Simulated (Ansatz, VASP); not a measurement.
# Ta2Bi2O in VASP and in Ansatz

INCAR

```
SYSTEM = Ta2Bi2O
PREC = Accurate ; ENCUT = 520
EDIFF = 1E-6 ; ISMEAR = 0
SIGMA = 0.1 ; LREAL = .False.
LASPH = .True. ; NELM = 150
ALGO = Normal ; ISIF = 2
LWAVE = .False. ; LCHARG = .True.
ISPIN = 2 ; MAGMOM = 1 1 0 0 0
LORBIT = 11 ; LMAXMIX = 4
GGA = PE ; LELF = .True.
LVHAR = .True. ; NBANDS = 41
```

The input KPOINTS:

```
Automatic mesh
0
Gamma
  4 4 4
  0 0 0
```

The input POSCAR:

```
Ta2Bi2O
1.0
    5.1782108490      0.0000000000      0.0000000000
    0.0000000000      5.1782108490      0.0000000000
    0.0000000000      0.0000000000      3.8598540573
Ta Bi O
2 2 1
Direct
    0.5000000000      0.5000000000      0.5000000000
    0.0000000000      0.0000000000      0.5000000000
    0.0000000000      0.5000000000      0.0000000000
    0.5000000000      0.0000000000      0.0000000000
    0.0000000000      0.0000000000      0.0000000000
```

Input for Ansatz:

```yaml
crystal:
  lattice:
    - [5.178210849, 0.0, 0.0]
    - [0.0, 5.178210849, 0.0]
    - [0.0, 0.0, 3.8598540573]
  atoms:
    - { symbol: Ta, position: [0.5, 0.5, 0.5], spin: 1.0 }
    - { symbol: Ta, position: [0.0, 0.0, 0.5], spin: 1.0 }
    - { symbol: Bi, position: [0.0, 0.5, 0.0] }
    - { symbol: Bi, position: [0.5, 0.0, 0.0] }
    - { symbol: O, position: [0.0, 0.0, 0.0] }
basis:
  ecutwfc: 420
kpoints:
  mp_grid: { grid: [4, 4, 4] }
hamiltonian:
  xc: pbe
scf:
  occupations: { method: gaussian, width: 0.1 }
  lower_state_search: "off"
output:
  forces: true
  stress: true
  eigenvalues: true
  populations: true
magnetization:
  spin_polarized: true
```

Alike in both runs: task single point; functional PBE; k mesh 4 × 4 × 4; occupations gaussian, width 0.1 eV; collinear spin.

|  | VASP | Ansatz |
| --- | --- | --- |
| version | VASP 6.6.1 | Ansatz 0.2.0 |
| potentials or method | VASP PAW PBE potentials, release 64 (Ta_pv, Bi_d, O), cutoff 520 eV | scalar-relativistic, plane waves, PAW |
| valence electrons in the cell | 58 | 62 |

VASP gave:

```
gap on the k mesh at the Fermi level (eV)                     : none
pressure (GPa)                                                : 0.2
traceless stress, the component that is largest in VASP (GPa) : 0.25
net moment per atom (μB)                                      : 0.00
```

Task: Which values does Ansatz return?

Result: gap on the k mesh at the Fermi level (eV): none; pressure (GPa): 0.1; traceless stress, the component that is largest in VASP (GPa): -0.05; net moment per atom (μB): 0.00.

A gap of «none» marks a metal or a gap that the smearing closes. With one functional, cell and mesh, what is left measures potentials, basis and numerics. VASP's potentials hold 58 valence electrons a cell and Ansatz's 62, so a difference there can come from the potentials and not from the codes. Ansatz's warnings: seeded moment not kept.

The k mesh is coarse, so the values compare programs but aren't converged. Neither program's run includes spin-orbit coupling.
